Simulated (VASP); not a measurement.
# MoP (P-6m2) in VASP: notebook

Runs on MoP. Level: r2SCAN. Tasks: relaxation of cell and atoms, relaxation of shape and atoms at fixed volume.

All numbers are computed with VASP 6.6.1; they aren't measurements. Logs are shortened: lines on timing, memory, paths and dates and some standing lists are left out, and cuts for length are marked.

## Step 1: The cell of the first run

It takes space group P-6m2 (No. 187, hexagonal). The conventional cell has a = 3.223 Å, b = 3.223 Å, c = 3.191 Å, α = 90.00°, β = 90.00°, γ = 120.00°. Within 3.3 Å of Mo (site symmetry -6m2) lie 6 P at 2.45 Å and 8 Mo at 3.19 to 3.22 Å. P (site symmetry -6m2) has 6 Mo at 2.45 Å and 8 P at 3.19 to 3.22 Å within 3.3 Å.

## Step 2: Relaxation of cell and atoms, r2SCAN

POSCAR

```
MoP
1.0
    3.2230000000      0.0000000000      0.0000000000
   -1.6115000000      2.7911998764      0.0000000000
    0.0000000000      0.0000000000      3.1910000000
Mo P
1 1
Direct
    0.0000000000      0.0000000000      0.0000000000
    0.3333333333      0.6666666667      0.5000000000
```

INCAR.step1

```
ALGO     = Normal         # electronic algorithm
EDIFF    = 1E-5           # SCF threshold, eV
EDIFFG   = -0.005         # ionic threshold
ENCUT    = 550            # plane-wave cutoff, eV
GGA      = PE             # functional
GGA_COMPAT= False        
IBRION   = 2              # ionic algorithm
ISIF     = 3              # what is computed and relaxed
ISMEAR   = 0              # smearing method
LASPH    = True           # aspherical terms in the spheres
LCHARG   = False          # write CHGCAR
LREAL    = False          # projectors in reciprocal space
LWAVE    = True           # write WAVECAR
NELM     = 120            # most SCF steps
NELMIN   = 4            
NSW      = 100            # ionic steps
PREC     = Accurate       # precision mode
SIGMA    = 0.1            # smearing width, eV
```

INCAR.step2

```
ALGO     = Normal         # electronic algorithm
EDIFF    = 1E-7           # SCF threshold, eV
EDIFFG   = -0.005         # ionic threshold
ENCUT    = 550            # plane-wave cutoff, eV
GGA_COMPAT= False        
IBRION   = 2              # ionic algorithm
ISIF     = 3              # what is computed and relaxed
ISMEAR   = 0              # smearing method
ISTART   = 1            
LASPH    = True           # aspherical terms in the spheres
LCHARG   = False          # write CHGCAR
LMIXTAU  = True         
LREAL    = False          # projectors in reciprocal space
LWAVE    = False          # write WAVECAR
METAGGA  = R2SCAN         # meta-GGA
NELM     = 120            # most SCF steps
NELMIN   = 4            
NSW      = 100            # ionic steps
PREC     = Accurate       # precision mode
SIGMA    = 0.1            # smearing width, eV
```

KPOINTS

```
k-points
0
Gamma
  18 18 14
```

Potentials or basis: VASP PAW PBE potentials, release 64 (Mo_sv, P).

The run is started by

```console
> cat potpaw_PBE.64/Mo_sv/POTCAR potpaw_PBE.64/P/POTCAR > POTCAR
> cp INCAR.step1 INCAR
> mpirun -np 1 vasp_std > vasp.out
> cp INCAR.step2 INCAR
> mpirun -np 1 vasp_std > vasp.out
```

OUTCAR:

```text
EDIFF = 1E-7
   EDIFFG = -0.005
   ENCUT = 550
   IBRION = 2
   ISIF = 3
   ISMEAR = 0
   ISTART = 1
   LASPH = True
   LREAL = False
   METAGGA = R2SCAN
   NELM = 120
   NELMIN = 4
   NSW = 100
   PREC = Accurate

 ion  position               nearest neighbor table
   1  0.000  0.000  0.000-   2 2.45   2 2.45   2 2.45   2 2.45   2 2.45   2 2.45
   2  0.333  0.667  0.500-   1 2.45   1 2.45   1 2.45   1 2.45   1 2.45   1 2.45

  LATTYP: Found a hexagonal cell.
 ALAT       =     3.2230000000
 C/A-ratio  =     0.9900713621

  Lattice vectors:

 A1 = (   3.2230000000,   0.0000000000,   0.0000000000)
 A2 = (  -1.6115000000,   2.7911998764,   0.0000000000)
 A3 = (   0.0000000000,   0.0000000000,   3.1910000000)

Analysis of symmetry for initial positions (statically):
=====================================================================
 Subroutine PRICEL returns:
 Original cell was already a primitive cell.

 Routine SETGRP: Setting up the symmetry group for a
 hexagonal supercell.

 Subroutine GETGRP returns: Found 12 space group operations
 (whereof 12 operations were pure point group operations)
 out of a pool of 24 trial point group operations.

The static configuration has the point symmetry D_3h.

Analysis of symmetry for dynamics (positions and initial velocities):
=====================================================================
 Subroutine PRICEL returns:
 Original cell was already a primitive cell.

 Routine SETGRP: Setting up the symmetry group for a
 hexagonal supercell.

 Subroutine GETGRP returns: Found 12 space group operations
 (whereof 12 operations were pure point group operations)
 out of a pool of 24 trial point group operations.

The dynamic configuration has the point symmetry D_3h.

 Subroutine INISYM returns: Found 12 space group operations
 (whereof 12 operations are pure point group operations),
 and found     1 'primitive' translations

----------------------------------------------------------------------------------------

                                     Primitive cell

  volume of cell :      28.7064

  direct lattice vectors                    reciprocal lattice vectors
     3.223000000  0.000000000  0.000000000     0.310269935  0.179134430  0.000000000
    -1.611500000  2.791199876  0.000000000     0.000000000  0.358268861  0.000000000
     0.000000000  0.000000000  3.191000000     0.000000000  0.000000000  0.313381385

  length of vectors
[... 105 lines left out ...]
  Thomas-Fermi vector in A             =   2.546951
   LORBIT       =      0    0 simple, 1 ext, 2 COOP (PROOUT), +10 PAW based schemes
   METAGGA = R2SCAN    functional components
   LHFCALC =     F    Hartree Fock is set to
   AEXX    =    0.0000 exact exchange contribution
   IVDW    =     0    specifies the selected vdW correction
   LEPSILON=     F    determine dielectric tensor
   LRPA    =     F    only Hartree local field effects (RPA)
 conjugate gradient relaxation of ions
 non-spin polarized calculation
 Gauss-broadening in eV      SIGMA  =   0.10
  energy-cutoff  :      550.00
  volume of cell :       28.71
 maximum number of plane-waves:       862
 NGX is ok and might be reduce to    28
   NGX = 13   NGY = 13   NGZ = 13

--------------------------------------- Ionic step        1  -------------------------------------------

 number of electron      19.0000001 magnetization

 Free energy of the ion-electron system (eV)
  ---------------------------------------------------
  ext. energy  EPLUGINS =         0.00000000
  ---------------------------------------------------
  free energy    TOTEN  =       -36.46206471 eV

  energy without entropy =      -36.45788350  energy(sigma->0) =      -36.45997411

------------------------ aborting loop because EDIFF is reached ----------------------------------------

  FORCE on cell =-STRESS in cart. coord.  units (eV):
  Direction    XX          YY          ZZ          XY          YZ          ZX
  --------------------------------------------------------------------------------------
  -------------------------------------------------------------------------------------
  Total        0.2905650      0.2905650     -0.0079327      0.0000000      0.0000000      0.0000000
  in kB       16.2172002     16.2172002     -0.4427451      0.0000000      0.0000000      0.0000000
  external PRESSURE =      10.6638851 kB  Pullay stress =       0.0000000 kB
[... 131 lines left out ...]
--------------------------------------- Ionic step        5  -------------------------------------------

 number of electron      19.0000001 magnetization

 Free energy of the ion-electron system (eV)
  ---------------------------------------------------
  ext. energy  EPLUGINS =         0.00000000
  ---------------------------------------------------
  free energy    TOTEN  =       -36.46325237 eV

  energy without entropy =      -36.45895327  energy(sigma->0) =      -36.46110282

 E-fermi :  11.8023     XC(G=0): -13.4908

 val. band max:       11.7952730379   @ k =   0.2778   0.1111   0.2143
 cond. band min:      11.8067081381   @ k =   0.0556  -0.0000   0.2143
 fundamental gap:      0.0114351002
 Fermi energy:        11.8023202518

 k-point     1 :       0.0000    0.0000    0.0000
  band No.  band energies     occupation
      1     -51.3187      2.00000
      2     -24.7304      2.00000
      3     -24.5423      2.00000
      4     -24.5423      2.00000
      5      -2.7665      2.00000
      6       7.5930      2.00000
      7       8.3097      2.00000
      8       8.3097      2.00000
      9      11.0904      2.00000
     10      12.0890      0.00005
     11      12.0890      0.00005
     12      16.1498      0.00000
     13      16.1498      0.00000
[... 354 lines left out ...]
  band No.  band energies     occupation
      1     -51.2836      2.00000
      2     -24.8784      2.00000
      3     -24.6812      2.00000
      4     -24.6485      2.00000
      5      -0.0852      2.00000
      6       4.5195      2.00000
      7       7.7762      2.00000
      8       7.7896      2.00000
      9      10.4509      2.00000
     10      11.0804      2.00000
     11      13.2390      0.00000
     12      14.1206      0.00000
     13      17.1993      0.00000

 [... further k-points ...]

------------------------ aborting loop because EDIFF is reached ----------------------------------------

  FORCE on cell =-STRESS in cart. coord.  units (eV):
  Direction    XX          YY          ZZ          XY          YZ          ZX
  --------------------------------------------------------------------------------------
  -------------------------------------------------------------------------------------
  Total       -0.0029776     -0.0029776      0.0094331      0.0000000     -0.0000000      0.0000000
  in kB       -0.1652518     -0.1652518      0.5235207      0.0000000     -0.0000000      0.0000000
  external PRESSURE =       0.0643391 kB  Pullay stress =       0.0000000 kB
[... 17 lines left out ...]
  FREE ENERGIE OF THE ION-ELECTRON SYSTEM (eV)
  ---------------------------------------------------
  free  energy   TOTEN  =       -36.4632523730 eV

  energy  without entropy=      -36.4589532749  energy(sigma->0) =      -36.46110282

 reached required accuracy - stopping structural energy minimisation
```

OUTCAR.step1:

```text
EDIFF = 1E-5
   EDIFFG = -0.005
   ENCUT = 550
   GGA = PE
   IBRION = 2
   ISIF = 3
   ISMEAR = 0
   LASPH = True
   LREAL = False
[... 747 lines left out ...]
  -------------------------------------------------------------------------------------
  Total        0.0039312      0.0039312      0.0014488     -0.0000000     -0.0000000      0.0000000
  in kB        0.2166560      0.2166560      0.0798481     -0.0000000     -0.0000000      0.0000000
  external PRESSURE =       0.1710534 kB  Pullay stress =       0.0000000 kB
[... 17 lines left out ...]
  FREE ENERGIE OF THE ION-ELECTRON SYSTEM (eV)
  ---------------------------------------------------
  free  energy   TOTEN  =       -17.6701956772 eV

  energy  without entropy=      -17.6655754462  energy(sigma->0) =      -17.66788556

 reached required accuracy - stopping structural energy minimisation
```

OSZICAR.step1:

```text
N       E                     dE             d eps       ncg     rms          rms(c)
DAV:   1     0.126810934304E+03    0.12681E+03   -0.10491E+04  7704   0.145E+03
DAV:   2    -0.151217232692E+02   -0.14193E+03   -0.13888E+03  8951   0.371E+02
DAV:   3    -0.186524351725E+02   -0.35307E+01   -0.34688E+01  9906   0.532E+01
[... 33 lines left out ...]
       N       E                     dE             d eps       ncg     rms          rms(c)
DAV:   1    -0.176714670948E+02   -0.14797E-02   -0.56133E-02  7696   0.260E+00    0.213E-01
DAV:   2    -0.176704500068E+02    0.10171E-02   -0.17660E-03  7821   0.405E-01    0.950E-02
DAV:   3    -0.176701971178E+02    0.25289E-03   -0.67940E-04  8981   0.228E-01    0.210E-02
DAV:   4    -0.176701956772E+02    0.14406E-05   -0.14530E-05  6324   0.341E-02
   5 F= -.17670196E+02 E0= -.17667886E+02  d E =-.208195E-03
```

It took 45 min on 1 thread of Oxide Virtual Turin-like, shared host; peak memory 0.24 GiB.

What came out:

```
Free energy                           : -36.4633 eV
Relaxed volume                        : 14.43 Å³/atom
Relaxed cell                          : a = 3.236 Å, b = 3.236 Å, c = 3.182 Å, α = 90.00°, β = 90.00°, γ = 120.00°
Space group after relaxing (to 0.1 Å) : P-6m2 (No. 187)
Energy gained by relaxing             : 0.6 meV/atom
Ionic steps                           : 5
Pressure after relaxing               : 0.0 GPa
Band gap on the k mesh                : zero (an odd number of electrons rules out a gap without spin polarisation)
```

Step by step:
```csv
step,energy change (eV),largest force (eV/Å),pressure (GPa),volume (Å³)
1,0.0000,0.0000,1.07,28.71
2,0.0001,0.0000,-1.84,29.10
3,-0.0010,0.0000,-0.36,28.90
4,-0.0011,0.0000,0.21,28.85
5,-0.0012,0.0000,0.01,28.87
```

Final structure:
```
Mo P
1.0
     3.23643    0.00000    0.00000
    -1.61821    2.80283    0.00000
     0.00000    0.00000    3.18250
Mo P
1 1
Direct
  0.00000 0.00000 0.00000
  0.33333 0.66667 0.50000
```

Levels at points of the mesh, in eV from the Fermi level:
```
           k point  band 6  band 7  band 8  band 9  band 10  band 11  band 12  band 13
(0.00, 0.00, 0.00)   -4.21   -3.49   -3.49   -0.71     0.29     0.29     4.35     4.35
(0.50, 0.00, 0.00)   -7.53   -4.10   -3.77   -1.43    -0.43     1.84     2.53     4.93
(0.00, 0.00, 0.50)   -8.20   -2.93   -2.93   -1.70    -1.70     1.62     3.08     3.08
(0.50, 0.00, 0.50)   -6.43   -5.47   -4.70   -1.08     1.52     2.12     3.81     5.39
```

Caveat: the PAW data sets were made with another functional, which shifts forces and pressure a little; an odd number of electrons without spin polarisation forces a metal; a magnetic or distorted state may lie lower. Zero-point motion and thermal expansion aren't in these numbers.

[end of part 1 of 2]
